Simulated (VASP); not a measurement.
# HfC (Fm-3m) in VASP: single point with r2SCAN

Aim: the single point of HfC with r2SCAN.

Everything below comes from runs of VASP 6.6.1. Logs are shortened: lines on timing, memory, paths and dates and some standing lists are left out, and cuts for length are marked.

### 1 The cell of the first run

It takes space group Fm-3m (No. 225, cubic). The conventional cell has a = 4.650 Å, b = 4.650 Å, c = 4.650 Å, α = 90.00°, β = 90.00°, γ = 90.00°. Within 3.1 Å of Hf (site symmetry m-3m) lie 6 C at 2.33 Å. Within 3.1 Å of C (site symmetry m-3m) lie 6 Hf at 2.33 Å.

### 2 Single point, r2SCAN

POSCAR reads:

```
HfC
1.0
    0.0000000000      2.3250000000      2.3250000000
    2.3250000000      0.0000000000      2.3250000000
    2.3250000000      2.3250000000      0.0000000000
Hf C
1 1
Direct
    0.5000000000      0.5000000000      0.5000000000
    0.0000000000      0.0000000000      0.0000000000
```

INCAR.step1 reads:

```
SYSTEM = HfC
ALGO = Normal
EDIFF = 1E-4
ENCUT = 520
GGA = PE
ISMEAR = -1
LASPH = .TRUE.
LCHARG = .FALSE.
LREAL = .FALSE.
LWAVE = .TRUE.
NBANDS = 14
NELM = 80
PREC = Accurate
SIGMA = 0.1
```

INCAR.step2 reads:

```
SYSTEM = HfC
ALGO = Normal
EDIFF = 1E-6
ENCUT = 520
ISIF = 2
ISMEAR = -1
ISTART = 1
LASPH = .TRUE.
LCHARG = .FALSE.
LMIXTAU = .TRUE.
LREAL = .FALSE.
LWAVE = .FALSE.
METAGGA = R2SCAN
NBANDS = 14
NELM = 80
PREC = Accurate
SIGMA = 0.1
```

KPOINTS reads:

```
k-points
0
G
  7 7 7
  0 0 0
```

Potentials or basis: VASP PAW PBE potentials, release 64 (Hf_pv, C).

Run with:

```bash
> cat potpaw_PBE.64/Hf_pv/POTCAR potpaw_PBE.64/C/POTCAR > POTCAR
> cp INCAR.step1 INCAR
> mpirun -np 1 vasp_std > vasp.out
> cp INCAR.step2 INCAR
> mpirun -np 1 vasp_std > vasp.out
```

OUTCAR:

```text
SYSTEM = HfC
   EDIFF = 1E-6
   ENCUT = 520
   ISIF = 2
   ISMEAR = -1
   ISTART = 1
   LASPH = .TRUE.
   LREAL = .FALSE.
   METAGGA = R2SCAN
   NELM = 80
   PREC = Accurate

 ion  position               nearest neighbor table
   1  0.500  0.500  0.500-   2 2.33   2 2.33   2 2.33   2 2.33   2 2.33   2 2.33
   2  0.000  0.000  0.000-   1 2.33   1 2.33   1 2.33   1 2.33   1 2.33   1 2.33

  LATTYP: Found a face centered cubic cell.
 ALAT       =     4.6500000000

  Lattice vectors:

 A1 = (   0.0000000000,   2.3250000000,   2.3250000000)
 A2 = (   2.3250000000,   0.0000000000,   2.3250000000)
 A3 = (   2.3250000000,   2.3250000000,   0.0000000000)

Analysis of symmetry for initial positions (statically):
=====================================================================
 Subroutine PRICEL returns:
 Original cell was already a primitive cell.

 Routine SETGRP: Setting up the symmetry group for a
 face centered cubic supercell.

 Subroutine GETGRP returns: Found 48 space group operations
 (whereof 48 operations were pure point group operations)
 out of a pool of 48 trial point group operations.

The static configuration has the point symmetry O_h .

Analysis of symmetry for dynamics (positions and initial velocities):
=====================================================================
 Subroutine PRICEL returns:
 Original cell was already a primitive cell.

 Routine SETGRP: Setting up the symmetry group for a
 face centered cubic supercell.

 Subroutine GETGRP returns: Found 48 space group operations
 (whereof 48 operations were pure point group operations)
 out of a pool of 48 trial point group operations.

The dynamic configuration has the point symmetry O_h .

 Subroutine INISYM returns: Found 48 space group operations
 (whereof 48 operations are pure point group operations),
 and found     1 'primitive' translations

----------------------------------------------------------------------------------------

                                     Primitive cell

  volume of cell :      25.1362

  direct lattice vectors                    reciprocal lattice vectors
     0.000000000  2.325000000  2.325000000    -0.215053763  0.215053763  0.215053763
     2.325000000  0.000000000  2.325000000     0.215053763 -0.215053763  0.215053763
     2.325000000  2.325000000  0.000000000     0.215053763  0.215053763 -0.215053763

  length of vectors
     3.288046533  3.288046533  3.288046533     0.372484045  0.372484045  0.372484045

  position of ions in fractional coordinates (direct lattice)
     0.500000000  0.500000000  0.500000000
     0.000000000  0.000000000  0.000000000

  ion indices of the primitive-cell ions
   primitive index   ion index
                 1           1
                 2           2

----------------------------------------------------------------------------------------

 KPOINTS: k-points

Automatic generation of k-mesh.
 Grid dimensions read from file:
 generate k-points for:    7    7    7

 Generating k-lattice:

  Cartesian coordinates                     Fractional coordinates (reciprocal lattice)
    -0.030721966  0.030721966  0.030721966     0.142857143  0.000000000  0.000000000
     0.030721966 -0.030721966  0.030721966     0.000000000  0.142857143  0.000000000
     0.030721966  0.030721966 -0.030721966     0.000000000  0.000000000  0.142857143

  Length of vectors
     0.053212006  0.053212006  0.053212006

  Shift w.r.t. Gamma in fractional coordinates (k-lattice)
     0.000000000  0.000000000  0.000000000

 Subroutine IBZKPT returns following result:
 ===========================================

 Found     20 irreducible k-points:

 Following reciprocal coordinates:
            Coordinates               Weight
  0.000000  0.000000  0.000000      1.000000
  0.142857  0.000000  0.000000      8.000000
  0.285714  0.000000  0.000000      8.000000
  0.428571  0.000000  0.000000      8.000000
  0.142857  0.142857  0.000000      6.000000
  0.285714  0.142857  0.000000     24.000000
[... 12 lines left out ...]
 -0.428571  0.428571  0.142857     24.000000
 -0.285714  0.428571  0.142857     24.000000
   k-points           NKPTS =     20   k-points in BZ     NKDIM =     20   number of bands    NBANDS=     14
   number of dos      NEDOS =    301   number of ions     NIONS =      2
   total plane-waves  NPLWV =  13824
   dimension x,y,z NGX =    24 NGY =   24 NGZ =   24
   dimension x,y,z NGXF=    48 NGYF=   48 NGZF=   48
   ions per type =               1   1
   NGX,Y,Z   is equivalent  to a cutoff of  12.13, 12.13, 12.13 a.u.
   NGXF,Y,Z  is equivalent  to a cutoff of  24.27, 24.27, 24.27 a.u.
 SYSTEM =  HfC
   PREC   = accura    normal or accurate (medium, high low for compatibility)
   ISTART =      1    job   : 0-new  1-cont  2-samecut
   ICHARG =      0    charge: 1-file 2-atom 10-const
   ISPIN  =      1    spin polarized calculation?
   LNONCOLLINEAR =      F non collinear calculations
   LSORBIT =      F    spin-orbit coupling
   LASPH  =      T    aspherical Exc in radial PAW
   ENCUT  =  520.0 eV  38.22 Ry    6.18 a.u.   6.11  6.11  6.11*2*pi/ulx,y,z
   NELM   =     80;   NELMIN=  2; NELMDL=  0     # of ELM steps
   EDIFF  = 0.1E-05   stopping-criterion for ELM
   LREAL  =      F    real-space projection
   EDIFFG = 0.1E-04   stopping-criterion for IOM
   NSW    =      0    number of steps for IOM
   IBRION =     -1    ionic relax: 0-MD 1-quasi-New 2-CG
   NFREE  =      0    steps in history (QN), initial steepest desc. (CG)
   ISIF   =      2    stress and relaxation
   ISYM   =      2    0-nonsym 1-usesym 2-fastsym
   POTIM  = 0.5000    time-step for ionic-motion
   TEBEG  =    0.0;   TEEND  =   0.0 temperature during run
   PSTRESS=    0.0 pullay stress
   NELECT =      14.0000    total number of electrons
   NUPDOWN=      -1.0000    fix difference up-down
   EMIN   =  10.00;   EMAX   =-10.00  energy-range for DOS
   EFERMI =   0.00;   METHOD = LEGACY
   ISMEAR =    -1;   SIGMA  =   0.10  broadening in eV -4-tet -1-fermi 0-gaus
   EFERMI_NEDOS =   21; number of points for ismear=-14 and -15
   IALGO  =     38    algorithm
   IMIX   =      4    mixing-type and parameters
     AMIX     =   0.40;   BMIX     =  1.00
     AMIX_MAG =   1.60;   BMIX_MAG =  1.00
  volume/ion in A,a.u.               =      12.57        84.81
  Fermi-wavevector in a.u.,A,eV,Ry     =   1.346949  2.545365 24.684672  1.814272
  Thomas-Fermi vector in A             =   2.474740
   LORBIT       =      0    0 simple, 1 ext, 2 COOP (PROOUT), +10 PAW based schemes
   METAGGA = R2SCAN    functional components
   LHFCALC =     F    Hartree Fock is set to
   AEXX    =    0.0000 exact exchange contribution
   IVDW    =     0    specifies the selected vdW correction
   LEPSILON=     F    determine dielectric tensor
   LRPA    =     F    only Hartree local field effects (RPA)
 non-spin polarized calculation
  energy-cutoff  :      520.00
  volume of cell :       25.14
 maximum number of plane-waves:       688
   NGX = 13   NGY = 13   NGZ = 13

 number of electron      14.0000000 magnetization

 Free energy of the ion-electron system (eV)
  ---------------------------------------------------
  ext. energy  EPLUGINS =         0.00000000
  ---------------------------------------------------
  free energy    TOTEN  =       -57.33951230 eV

  energy without entropy =      -57.32936649  energy(sigma->0) =      -57.33443939

 E-fermi :   5.7809     XC(G=0): -13.1024

 val. band max:        5.7772899678   @ k =   0.1429   0.1429   0.0000
 cond. band min:       6.4416339636   @ k =  -0.4286   0.4286   0.0000
 fundamental gap:      0.6643439958
 Fermi energy:         5.7809161713

 k-point     1 :       0.0000    0.0000    0.0000
  band No.  band energies     occupation
      1     -24.8583      2.00000
      2     -24.8583      2.00000
      3     -24.8583      2.00000
      4      -7.1400      2.00000
      5       6.8997      0.00003
      6       6.8997      0.00003
      7       6.8997      0.00003
      8       7.5291      0.00000
      9       7.5291      0.00000
     10       7.5291      0.00000
     11       9.4363      0.00000
     12       9.4364      0.00000
     13      13.3595      0.00000
     14      17.6568      0.00000

 k-point     2 :       0.1429    0.0000    0.0000
  band No.  band energies     occupation
      1     -24.9950      2.00000
      2     -24.8709      2.00000
      3     -24.8708      2.00000
      4      -6.6313      2.00000
      5       4.7470      1.99994
      6       5.3125      1.98169
      7       5.3125      1.98169
      8       8.2105      0.00000
      9       8.2105      0.00000
     10       8.5425      0.00000
     11      11.4320      0.00000
     12      11.4320      0.00000
     13      14.4261      0.00000
     14      18.6418      0.00000

 k-point     3 :       0.2857    0.0000    0.0000
  band No.  band energies     occupation
      1     -25.2889      2.00000
      2     -24.8989      2.00000
      3     -24.8989      2.00000
      4      -5.3073      2.00000
      5       2.1087      2.00000
      6       3.7057      2.00000
      7       3.7057      2.00000
      8       9.4576      0.00000
      9       9.6298      0.00000
     10       9.6298      0.00000
     11      14.5710      0.00000
     12      14.5710      0.00000
     13      15.7382      0.00000
     14      18.6410      0.00000

 k-point     4 :       0.4286    0.0000    0.0000
  band No.  band energies     occupation
      1     -25.5129      2.00000
      2     -24.9212      2.00000
      3     -24.9212      2.00000
      4      -3.7564      2.00000
      5      -0.0072      2.00000
      6       2.8557      2.00000
      7       2.8557      2.00000
      8      11.1657      0.00000
      9      11.2363      0.00000
     10      11.2363      0.00000
     11      13.9581      0.00000
     12      17.2478      0.00000
     13      17.2479      0.00000
     14      18.6406      0.00000

 k-point     5 :       0.1429    0.1429    0.0000
  band No.  band energies     occupation
      1     -24.9846      2.00000
      2     -24.9024      2.00000
      3     -24.9023      2.00000
      4      -6.5004      2.00000
      5       3.8513      2.00000
      6       5.7773      1.01813
      7       5.7773      1.01813
      8       6.6678      0.00028
      9       9.6240      0.00000
     10       9.6240      0.00000
     11       9.7448      0.00000
[... 208 lines left out ...]
 k-point    18 :      -0.4286    0.2857    0.1429
  band No.  band energies     occupation
      1     -25.3988      2.00000
      2     -25.1326      2.00000
      3     -24.9938      2.00000
      4      -4.2163      2.00000
      5       1.1286      2.00000
      6       3.0654      2.00000
      7       3.4116      2.00000
      8       9.2353      0.00000
      9      11.0739      0.00000
     10      12.2898      0.00000
     11      14.1221      0.00000
     12      15.9738      0.00000
     13      18.0317      0.00000
     14      18.6403      0.00000

 k-point    19 :      -0.4286    0.4286    0.1429
  band No.  band energies     occupation
      1     -25.3811      2.00000
      2     -25.1472      2.00000
      3     -25.0761      2.00000
      4      -4.7808      2.00000
      5       2.5034      2.00000
      6       3.4685      2.00000
      7       3.8965      2.00000
      8       7.6188      0.00000
      9      11.9255      0.00000
     10      12.7171      0.00000
     11      12.9181      0.00000
     12      15.3749      0.00000
     13      17.3915      0.00000
     14      18.6434      0.00000

 k-point    20 :      -0.2857    0.4286    0.1429
  band No.  band energies     occupation
      1     -25.2979      2.00000
      2     -25.2721      2.00000
      3     -25.0618      2.00000
      4      -4.4572      2.00000
      5       2.1773      2.00000
      6       3.0157      2.00000
      7       3.4946      2.00000
      8       9.0687      0.00000
      9      10.6251      0.00000
     10      12.8229      0.00000
     11      13.8545      0.00000
     12      14.6402      0.00000
     13      18.6397      0.00000
     14      19.5803      0.00000

------------------------ aborting loop because EDIFF is reached ----------------------------------------

  FORCE on cell =-STRESS in cart. coord.  units (eV):
  Direction    XX          YY          ZZ          XY          YZ          ZX
  --------------------------------------------------------------------------------------
  -------------------------------------------------------------------------------------
  Total       -0.3958118     -0.3958118     -0.3958118      0.0000000      0.0000000     -0.0000000
  in kB      -25.2290270    -25.2290270    -25.2290270      0.0000000      0.0000000     -0.0000000
  external PRESSURE =     -25.2290270 kB  Pullay stress =       0.0000000 kB

 VOLUME and BASIS-vectors are now :
 -----------------------------------------------------------------------------
  energy-cutoff  :      520.00
  volume of cell :       25.14
      direct lattice vectors                 reciprocal lattice vectors
     0.000000000  2.325000000  2.325000000    -0.215053763  0.215053763  0.215053763
     2.325000000  0.000000000  2.325000000     0.215053763 -0.215053763  0.215053763
     2.325000000  2.325000000  0.000000000     0.215053763  0.215053763 -0.215053763

 POSITION                                       TOTAL-FORCE (eV/Angst)
 -----------------------------------------------------------------------------------
      2.32500      2.32500      2.32500        -0.000000     -0.000000     -0.000000
      0.00000      0.00000      0.00000         0.000000      0.000000      0.000000
 -----------------------------------------------------------------------------------
    total drift:                                0.000000     -0.000000      0.000000

  FREE ENERGIE OF THE ION-ELECTRON SYSTEM (eV)
  ---------------------------------------------------
  free  energy   TOTEN  =       -57.3395122953 eV

  energy  without entropy=      -57.3293664928  energy(sigma->0) =      -57.33443939
```

It took 17 s on 1 thread of Intel Xeon Platinum 8488C (Sapphire Rapids), shared host; peak memory 0.14 GiB.

What came out:

```yaml
Free_energy: -57.3395 eV
Pressure: -2.5 GPa
Band_gap_on_the_k_mesh: zero (band 7 reaches 6.90 eV, above the bottom of band 8 at 5.42 eV)
```

Levels at points of the mesh, in eV from the Fermi level:
| k point | band 4 | band 5 | band 6 | band 7 | band 8 | band 9 | band 10 | band 11 |
| --- | --- | --- | --- | --- | --- | --- | --- | --- |
| (0.00, 0.00, 0.00) | -12.92 | 1.12 | 1.12 | 1.12 | 1.75 | 1.75 | 1.75 | 3.66 |

Caveat: the PAW data sets were made with another functional, which shifts forces and pressure a little; spin-orbit coupling is left out, which moves the levels of the heavy elements.
